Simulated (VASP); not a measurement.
A run of VASP 6.6.1:

File POSCAR:

```
TiO2
1.0
    4.5973352650      0.0000000000      0.0000000000
    0.0000000000      4.5973352650      0.0000000000
    0.0000000000      0.0000000000      2.9931755259
Ti O
2 4
Direct
    0.5000000000      0.5000000000      0.0000000000
    0.0000000000      0.0000000000      0.5000000000
    0.6948338994      0.6948338994      0.5000000000
    0.8051661006      0.1948338994      0.0000000000
    0.1948338994      0.8051661006      0.0000000000
    0.3051661006      0.3051661006      0.5000000000
```

Contents of INCAR.step1:

```
SYSTEM = TiO2
ALGO = Normal
EDIFF = 1E-4
ENCUT = 520
GGA = PE
ISMEAR = 0
LASPH = .True.
LCHARG = .False.
LDAU = .True.
LDAUJ = 0 0
LDAUL = 2 -1
LDAUTYPE = 2
LDAUU = 4 0
LMAXMIX = 4
LREAL = .False.
LWAVE = .True.
NBANDS = 33
NELM = 150
PREC = Accurate
SIGMA = 0.02
```

Contents of INCAR.step2:

```
SYSTEM = TiO2
ALGO = Normal
EDIFF = 1E-6
ENCUT = 520
ISIF = 2
ISMEAR = 0
ISTART = 1
LASPH = .True.
LCHARG = .False.
LDAU = .True.
LDAUJ = 0 0
LDAUL = 2 -1
LDAUPRINT = 1
LDAUTYPE = 2
LDAUU = 4 0
LMAXMIX = 4
LMIXTAU = .True.
LREAL = .False.
LWAVE = .False.
METAGGA = R2SCAN
NBANDS = 33
NELM = 150
PREC = Accurate
SIGMA = 0.02
```

Contents of KPOINTS:

```
k-points
0
Gamma
  6 6 8
  0 0 0
```

Potentials or basis: VASP PAW PBE potentials, release 64 (Ti_sv, O).

The run is started by

```sh
$ cat potpaw_PBE.64/Ti_sv/POTCAR potpaw_PBE.64/O/POTCAR > POTCAR
$ cp INCAR.step1 INCAR
$ mpirun -np 1 vasp_std > vasp.out
$ cp INCAR.step2 INCAR
$ mpirun -np 1 vasp_std > vasp.out
```

Hardware: 1 thread of Intel(R) Xeon(R) 6975P-C (Granite Rapids), with other jobs on the host.

Problem. How long does it take, and how much memory?

Solution. Run time: 2.5 min on 1 thread of Intel(R) Xeon(R) 6975P-C (Granite Rapids) (shared host), peak memory 0.22 GiB. Counts: k points 50.
